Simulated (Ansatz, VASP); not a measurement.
One calculation of WAu, two programs

```
CELL_PARAMETERS angstrom
0.00000 2.84982 2.84982
2.84982 0.00000 2.84982
2.84982 2.84982 0.00000
ATOMIC_POSITIONS crystal
W 0.00000 0.00000 0.00000
Au 0.75000 0.75000 0.75000
```

Alike in both runs: task single point; functional PBE; k mesh 8 × 8 × 8; occupations fermi-dirac, width 0.05 eV; no spin polarisation.

```csv
,VASP,Ansatz
version,VASP 6.6.1,Ansatz 0.2.0
potentials or method,"VASP PAW PBE potentials, release 64 (W_sv, Au)",Ansatz PAW soft_1
plane-wave cutoff (eV),520,420
valence electrons in the cell,25,33
```

Ansatz gave:

- gap on the k mesh at the Fermi level (eV): none
- pressure (GPa): 9.1

Estimate VASP's values.

gap on the k mesh at the Fermi level (eV): none; pressure (GPa): 9.2.

A gap of «none» marks a metal or a gap that the smearing closes. The functional is the same, so the differences come from potentials, cutoffs and numerics. VASP's potentials hold 25 valence electrons a cell and Ansatz's 33, so a difference there can come from the potentials and not from the codes.

Spin-orbit coupling is off throughout.
